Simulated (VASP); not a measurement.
# TiAl3 (P1) in VASP: single point with PBEsol

Aim: the single point of TiAl3 with PBEsol.

Everything below comes from runs of VASP 6.6.1. Logs are shortened: lines on timing, memory, paths and dates and some standing lists are left out, and cuts for length are marked.

## 1. The cell of the first run

The typed cell holds 8 atoms: a = 3.948 Å, b = 3.948 Å, c = 7.897 Å, α = 90.00°, β = 90.00°, γ = 90.00°.

## 2. Single point, PBEsol

Contents of INCAR:

```
PREC = Accurate
ENCUT = 500
EDIFF = 1E-6
ISMEAR = 0
SIGMA = 0.15
LREAL = F
LASPH = T
NELM = 120
ALGO = Normal
ISIF = 2
LWAVE = F
LCHARG = T
GGA = PS
LELF = T
LVHAR = T
NBANDS = 31
GGA_COMPAT = F
```

Contents of KPOINTS:

```
Automatic mesh
0
Gamma
  8 8 4
```

Contents of POSCAR:

```
TiAl3
1.0
    3.9483448101      0.0000000000      0.0000000000
    0.0000000000      3.9483448101      0.0000000000
    0.0000000000      0.0000000000      7.8966896202
Ti Al
2 6
Direct
   -0.0082405226      0.0250082182     -0.0259829545
    0.0082405226     -0.0250082182      0.5259829545
    0.5178057698      0.4933013559      0.5182262809
    0.4821942302      0.5066986441     -0.0182262809
    0.4448611023      0.0052445376      0.2440672982
    0.5551388977     -0.0052445376      0.7559327018
    0.0252645506      0.5092300343      0.2439426502
   -0.0252645506      0.4907699657      0.7560573498
```

Potentials or basis: VASP PAW PBE potentials, release 64 (Ti_sv, Al).

The run is started by

```console
$ cat potpaw_PBE.64/Ti_sv/POTCAR potpaw_PBE.64/Al/POTCAR > POTCAR
$ mpirun -np 1 vasp_std > vasp.out
```

OUTCAR:

```text
PREC = Accurate
   ENCUT = 500
   EDIFF = 1E-6
   ISMEAR = 0
   LREAL = F
   LASPH = T
   NELM = 120
   ISIF = 2
   GGA = PS

 ion  position               nearest neighbor table
   1  0.992  0.025  0.974-   6 2.44   8 2.52   4 2.71   8 2.72   4 2.77   5 2.78   6 2.82   4 2.82
                             7 2.87   4 2.87   7 2.95   5 3.04
   2  0.008  0.975  0.526-   6 2.55   8 2.64   3 2.71   8 2.73   3 2.77   3 2.82   5 2.82   6 2.82
                             3 2.87   7 2.89   7 3.07
   3  0.518  0.493  0.518-   8 2.60   2 2.71   6 2.72   6 2.73   2 2.77   2 2.82   8 2.85   2 2.87
                             7 2.91   5 2.91   7 2.95   5 2.98
   4  0.482  0.507  0.982-   8 2.64   6 2.64   8 2.68   6 2.71   1 2.71   7 2.75   1 2.77   1 2.82
                             5 2.86   5 2.87   1 2.87   7 2.98
   5  0.445  0.005  0.244-   7 2.57   7 2.59   1 2.78   2 2.82   4 2.86   4 2.87   3 2.91   3 2.98
                             7 3.01   7 3.04   1 3.04
   6  0.555  0.995  0.756-   1 2.44   2 2.55   8 2.57   8 2.59   4 2.64   4 2.71   3 2.72   3 2.73
                             1 2.82   2 2.82   8 3.01   8 3.04
   7  0.025  0.509  0.244-   5 2.57   5 2.59   4 2.75   1 2.87   2 2.89   3 2.91   1 2.95   3 2.95
                             4 2.98   5 3.01   5 3.04   2 3.07
   8  0.975  0.491  0.756-   1 2.52   6 2.57   6 2.59   3 2.60   4 2.64   2 2.64   4 2.68   1 2.72
                             2 2.73   3 2.85   6 3.01   6 3.04

  LATTYP: Found a simple tetragonal cell.
 ALAT       =     3.9483448101
 C/A-ratio  =     2.0000000000

  Lattice vectors:

 A1 = (   3.9483448101,   0.0000000000,   0.0000000000)
 A2 = (   0.0000000000,   3.9483448101,   0.0000000000)
 A3 = (   0.0000000000,   0.0000000000,   7.8966896202)

Analysis of symmetry for initial positions (statically):
=====================================================================
 Subroutine PRICEL returns:
 Original cell was already a primitive cell.

 Routine SETGRP: Setting up the symmetry group for a
 simple tetragonal supercell.

 Subroutine GETGRP returns: Found  1 space group operations
 (whereof  1 operations were pure point group operations)
 out of a pool of 16 trial point group operations.

The static configuration has the point symmetry C_1 .

Analysis of symmetry for dynamics (positions and initial velocities):
=====================================================================
 Subroutine PRICEL returns:
 Original cell was already a primitive cell.

 Routine SETGRP: Setting up the symmetry group for a
 simple tetragonal supercell.

 Subroutine GETGRP returns: Found  1 space group operations
 (whereof  1 operations were pure point group operations)
 out of a pool of 16 trial point group operations.

The dynamic configuration has the point symmetry C_1 .

 Subroutine INISYM returns: Found  1 space group operations
 (whereof  1 operations are pure point group operations),
 and found     1 'primitive' translations

----------------------------------------------------------------------------------------

                                     Primitive cell

  volume of cell :     123.1049

  direct lattice vectors                    reciprocal lattice vectors
     3.948344810  0.000000000  0.000000000     0.253270686  0.000000000  0.000000000
     0.000000000  3.948344810  0.000000000     0.000000000  0.253270686  0.000000000
     0.000000000  0.000000000  7.896689620     0.000000000  0.000000000  0.126635343

  length of vectors
     3.948344810  3.948344810  7.896689620     0.253270686  0.253270686  0.126635343

  position of ions in fractional coordinates (direct lattice)
     0.991759477  0.025008218  0.974017045
     0.008240523  0.974991782  0.525982955
     0.517805770  0.493301356  0.518226281
     0.482194230  0.506698644  0.981773719
     0.444861102  0.005244538  0.244067298
     0.555138898  0.994755462  0.755932702
     0.025264551  0.509230034  0.243942650
     0.974735449  0.490769966  0.756057350

  ion indices of the primitive-cell ions
   primitive index   ion index
                 1           1
                 2           2
                 3           3
                 4           4
                 5           5
                 6           6
                 7           7
                 8           8

----------------------------------------------------------------------------------------

 KPOINTS: Automatic mesh

Automatic generation of k-mesh.
 Grid dimensions read from file:
 generate k-points for:    8    8    4

 Generating k-lattice:

  Cartesian coordinates                     Fractional coordinates (reciprocal lattice)
     0.031658836  0.000000000  0.000000000     0.125000000  0.000000000  0.000000000
     0.000000000  0.031658836  0.000000000     0.000000000  0.125000000  0.000000000
     0.000000000  0.000000000  0.031658836     0.000000000  0.000000000  0.250000000

  Length of vectors
     0.031658836  0.031658836  0.031658836

  Shift w.r.t. Gamma in fractional coordinates (k-lattice)
     0.000000000  0.000000000  0.000000000

 Subroutine IBZKPT returns following result:
 ===========================================

 Found    132 irreducible k-points:

 Following reciprocal coordinates:
            Coordinates               Weight
  0.000000  0.000000  0.000000      1.000000
  0.125000  0.000000  0.000000      2.000000
  0.000000  0.125000  0.000000      2.000000
  0.250000  0.000000  0.000000      2.000000
  0.000000  0.250000  0.000000      2.000000
  0.375000  0.000000  0.000000      2.000000
[... 16 lines left out ...]
 -0.250000  0.250000  0.000000      2.000000
  0.375000  0.250000  0.000000      2.000000
 [... further k-points ...]
   k-points           NKPTS =    132   k-points in BZ     NKDIM =    132   number of bands    NBANDS=     31
   number of dos      NEDOS =    301   number of ions     NIONS =      8
   total plane-waves  NPLWV =  54000
   dimension x,y,z NGX =    30 NGY =   30 NGZ =   60
   dimension x,y,z NGXF=    60 NGYF=   60 NGZF=  120
   ions per type =               2   6
   NGX,Y,Z   is equivalent  to a cutoff of  12.63, 12.63, 12.63 a.u.
   NGXF,Y,Z  is equivalent  to a cutoff of  25.26, 25.26, 25.26 a.u.
 SYSTEM =  unknown system
   PREC   = accura    normal or accurate (medium, high low for compatibility)
   ISTART =      0    job   : 0-new  1-cont  2-samecut
   ICHARG =      2    charge: 1-file 2-atom 10-const
   ISPIN  =      1    spin polarized calculation?
   LNONCOLLINEAR =      F non collinear calculations
   LSORBIT =      F    spin-orbit coupling
   LASPH  =      T    aspherical Exc in radial PAW
   ENCUT  =  500.0 eV  36.75 Ry    6.06 a.u.   7.20  7.20 14.40*2*pi/ulx,y,z
   NELM   =    120;   NELMIN=  2; NELMDL= -5     # of ELM steps
   EDIFF  = 0.1E-05   stopping-criterion for ELM
   LREAL  =      F    real-space projection
   EDIFFG = 0.1E-04   stopping-criterion for IOM
   NSW    =      0    number of steps for IOM
   IBRION =     -1    ionic relax: 0-MD 1-quasi-New 2-CG
   NFREE  =      0    steps in history (QN), initial steepest desc. (CG)
   ISIF   =      2    stress and relaxation
   ISYM   =      2    0-nonsym 1-usesym 2-fastsym
   POTIM  = 0.5000    time-step for ionic-motion
   TEBEG  =    0.0;   TEEND  =   0.0 temperature during run
   PSTRESS=    0.0 pullay stress
   NELECT =      42.0000    total number of electrons
   NUPDOWN=      -1.0000    fix difference up-down
   EMIN   =  10.00;   EMAX   =-10.00  energy-range for DOS
   EFERMI =   0.00;   METHOD = LEGACY
   ISMEAR =     0;   SIGMA  =   0.15  broadening in eV -4-tet -1-fermi 0-gaus
   EFERMI_NEDOS =   21; number of points for ismear=-14 and -15
   IALGO  =     38    algorithm
   IMIX   =      4    mixing-type and parameters
     AMIX     =   0.40;   BMIX     =  1.00
     AMIX_MAG =   1.60;   BMIX_MAG =  1.00
  volume/ion in A,a.u.               =      15.39       103.84
  Fermi-wavevector in a.u.,A,eV,Ry     =   1.143930  2.161715 17.804261  1.308576
  Thomas-Fermi vector in A             =   2.280624
   LORBIT       =      0    0 simple, 1 ext, 2 COOP (PROOUT), +10 PAW based schemes
   GGA     = PS    functional components
   LHFCALC =     F    Hartree Fock is set to
   AEXX    =    0.0000 exact exchange contribution
   IVDW    =     0    specifies the selected vdW correction
   LEPSILON=     F    determine dielectric tensor
   LRPA    =     F    only Hartree local field effects (RPA)
 non-spin polarized calculation
 Gauss-broadening in eV      SIGMA  =   0.15
  energy-cutoff  :      500.00
  volume of cell :      123.10
 maximum number of plane-waves:      3164
 NGX is ok and might be reduce to    30
   NGX = 15   NGY = 15   NGZ = 29

 number of electron      42.0000006 magnetization

 Free energy of the ion-electron system (eV)
  ---------------------------------------------------
  ext. energy  EPLUGINS =         0.00000000
  ---------------------------------------------------
  free energy    TOTEN  =       -43.03643860 eV

  energy without entropy =      -42.98356452  energy(sigma->0) =      -43.01000156

 E-fermi :   8.9738     XC(G=0): -10.9142

 val. band max:        8.9723762282   @ k =   0.1250   0.2500   0.0000
 cond. band min:       8.9741468449   @ k =   0.0000  -0.3750   0.2500
 fundamental gap:      0.0017706167
 Fermi energy:         8.9737540486

 k-point     1 :       0.0000    0.0000    0.0000
  band No.  band energies     occupation
      1     -47.6502      2.00000
      2     -47.5501      2.00000
      3     -24.0803      2.00000
      4     -24.0623      2.00000
      5     -24.0486      2.00000
      6     -24.0052      2.00000
[... 23 lines left out ...]
     30      11.9374      0.00000
     31      12.0964      0.00000

 k-point     2 :       0.1250    0.0000    0.0000
  band No.  band energies     occupation
      1     -47.6500      2.00000
      2     -47.5500      2.00000
      3     -24.0818      2.00000
      4     -24.0625      2.00000
      5     -24.0495      2.00000
      6     -24.0076      2.00000
[... 23 lines left out ...]
     30      11.8342      0.00000
     31      12.3018      0.00000

 k-point     3 :       0.0000    0.1250    0.0000
  band No.  band energies     occupation
      1     -47.6500      2.00000
      2     -47.5500      2.00000
      3     -24.0801      2.00000
      4     -24.0648      2.00000
      5     -24.0489      2.00000
      6     -24.0050      2.00000
[... 23 lines left out ...]
     30      11.9530      0.00000
     31      12.2812      0.00000

 k-point     4 :       0.2500    0.0000    0.0000
  band No.  band energies     occupation
      1     -47.6498      2.00000
      2     -47.5497      2.00000
      3     -24.0860      2.00000
      4     -24.0627      2.00000
      5     -24.0510      2.00000
      6     -24.0135      2.00000
[... 23 lines left out ...]
     30      11.7286      0.00000
     31      12.2916      0.00000

 k-point     5 :       0.0000    0.2500    0.0000
  band No.  band energies     occupation
      1     -47.6498      2.00000
      2     -47.5497      2.00000
      3     -24.0794      2.00000
      4     -24.0713      2.00000
      5     -24.0489      2.00000
      6     -24.0047      2.00000
[... 23 lines left out ...]
     30      11.8066      0.00000
     31      12.2284      0.00000
[... 542 lines left out ...]
     30      11.9793      0.00000
     31      12.4027      0.00000

 k-point    22 :       0.2500    0.2500    0.0000
  band No.  band energies     occupation
      1     -47.6493      2.00000
      2     -47.5493      2.00000
      3     -24.0849      2.00000
      4     -24.0706      2.00000
      5     -24.0519      2.00000
      6     -24.0125      2.00000
[... 23 lines left out ...]
     30      11.8195      0.00000
     31      12.4931      0.00000

 k-point    23 :      -0.2500    0.2500    0.0000
  band No.  band energies     occupation
      1     -47.6493      2.00000
      2     -47.5493      2.00000
      3     -24.0849      2.00000
      4     -24.0708      2.00000
      5     -24.0517      2.00000
      6     -24.0126      2.00000
[... 23 lines left out ...]
     30      11.8238      0.00000
     31      12.4887      0.00000

 k-point    24 :       0.3750    0.2500    0.0000
  band No.  band energies     occupation
      1     -47.6491      2.00000
      2     -47.5490      2.00000
      3     -24.0899      2.00000
      4     -24.0701      2.00000
      5     -24.0530      2.00000
      6     -24.0185      2.00000
[... 23 lines left out ...]
     30      11.9719      0.00000
     31      12.3655      0.00000

 [... further k-points ...]
[... 5 lines left out ...]
  --------------------------------------------------------------------------------------
  -------------------------------------------------------------------------------------
  Total        2.7888578      3.3296344      4.2956837      0.2920736     -1.1491516      0.9648810
  in kB       36.2962487     43.3343130     55.9071896      3.8012614    -14.9559042     12.5576714
  external PRESSURE =      45.1792504 kB  Pullay stress =       0.0000000 kB

 VOLUME and BASIS-vectors are now :
 -----------------------------------------------------------------------------
  energy-cutoff  :      500.00
  volume of cell :      123.10
      direct lattice vectors                 reciprocal lattice vectors
     3.948344810  0.000000000  0.000000000     0.253270686  0.000000000  0.000000000
     0.000000000  3.948344810  0.000000000     0.000000000  0.253270686  0.000000000
     0.000000000  0.000000000  7.896689620     0.000000000  0.000000000  0.126635343

 POSITION                                       TOTAL-FORCE (eV/Angst)
 -----------------------------------------------------------------------------------
      3.91581      0.09874      7.69151         0.753740     -1.026145      2.172714
      0.03254      3.84960      4.15352         0.517664      0.724631     -1.447373
      2.04448      1.94772      4.09227        -0.541701     -0.219113     -1.176006
      1.90387      2.00062      7.75276         0.264310      0.131057      1.178751
      1.75647      0.02071      1.92732         1.489388      0.036158      0.225714
      2.19188      3.92764      5.96937        -2.621292      0.042027     -0.737605
      0.09975      2.01062      1.92634        -1.357862     -0.119958      0.317711
      3.84859      1.93773      5.97035         1.495752      0.431342     -0.533907
 -----------------------------------------------------------------------------------
    total drift:                               -0.000106     -0.000069      0.000013

  FREE ENERGIE OF THE ION-ELECTRON SYSTEM (eV)
  ---------------------------------------------------
  free  energy   TOTEN  =       -43.0364385957 eV

  energy  without entropy=      -42.9835645210  energy(sigma->0) =      -43.01000156
```

It took 9.1 min on 1 thread of Oxide Virtual Turin-like, shared host; peak memory 0.45 GiB.

What came out:

* Free energy: -43.0364 eV
* Pressure: 4.5 GPa
* Largest force: 2.723 eV/Å
* Band gap on the k mesh: zero (bands 21 and 22 overlap by 2.36 eV)

Forces on the atoms (eV/Å):
```
Ti   0.754 -1.026  2.173
Ti   0.518  0.725 -1.447
Al  -0.542 -0.219 -1.176
Al   0.264  0.131  1.179
Al   1.489  0.036  0.226
Al  -2.621  0.042 -0.738
Al  -1.358 -0.120  0.318
Al   1.496  0.431 -0.534
```

Stress tensor (GPa, compression positive):
```
 3.63  0.38  1.26
 0.38  4.33 -1.50
 1.26 -1.50  5.59
```

Caveat: the cell stands under pressure; the PAW data sets were made with another functional, which shifts forces and pressure a little.
